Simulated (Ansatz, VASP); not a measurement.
**One calculation of Hg, two programs**

File INCAR:

```
PREC = Accurate ; ENCUT = 520
EDIFF = 1E-6 ; ISMEAR = 0
SIGMA = 0.1 ; LREAL = False
LASPH = True ; NELM = 80
ALGO = Fast ; ISIF = 2
LWAVE = False ; LCHARG = False
GGA = PE ; NBANDS = 12
```

The input KPOINTS:

```
regular mesh
0
Gamma
  15 15 15
```

File POSCAR:

```
Hg
1.0
    1.7734580667      1.0239064923      2.2230980800
   -1.7734580667      1.0239064923      2.2230980800
    0.0000000000     -2.0478129844      2.2230980800
Hg
1
Direct
    0.0000000000      0.0000000000      0.0000000000
```

Input for Ansatz:

```yaml
crystal:
  lattice:
    - [1.7734580667, 1.0239064923, 2.22309808]
    - [-1.7734580667, 1.0239064923, 2.22309808]
    - [0.0, -2.0478129844, 2.22309808]
  atoms:
    - { symbol: Hg, position: [0.0, 0.0, 0.0] }
basis:
  ecutwfc: 420
kpoints:
  mp_grid: { grid: [15, 15, 15] }
hamiltonian:
  xc: pbe
scf:
  occupations: { method: gaussian, width: 0.1 }
output:
  forces: true
  stress: true
  eigenvalues: true
  populations: true
```

Alike in both runs: task single point; functional PBE; k mesh 15 × 15 × 15; occupations gaussian, width 0.1 eV; no spin polarisation.

|  | VASP | Ansatz |
| --- | --- | --- |
| version | VASP 6.6.1 | Ansatz 0.2.0 |
| potentials or method | VASP PAW PBE potentials, release 64 (Hg), cutoff 520 eV | scalar-relativistic, plane waves, PAW |
| valence electrons in the cell | 12 | 20 |

|  | VASP | Ansatz | Ansatz less VASP |
| --- | --- | --- | --- |
| gap on the k mesh at the Fermi level (eV) | none | none | - |
| pressure (GPa) | 4.4 | 4.0 | -0.41 |
| traceless stress, the component that is largest in VASP (GPa) | 0.39 | 0.23 | -0.156 |

A gap of «none» marks a metal or a gap that the smearing closes. The functional is the same, so the differences come from potentials, cutoffs and numerics. VASP's potentials hold 12 valence electrons a cell and Ansatz's 20, so a difference there can come from the potentials and not from the codes.

Spin-orbit coupling is off throughout.
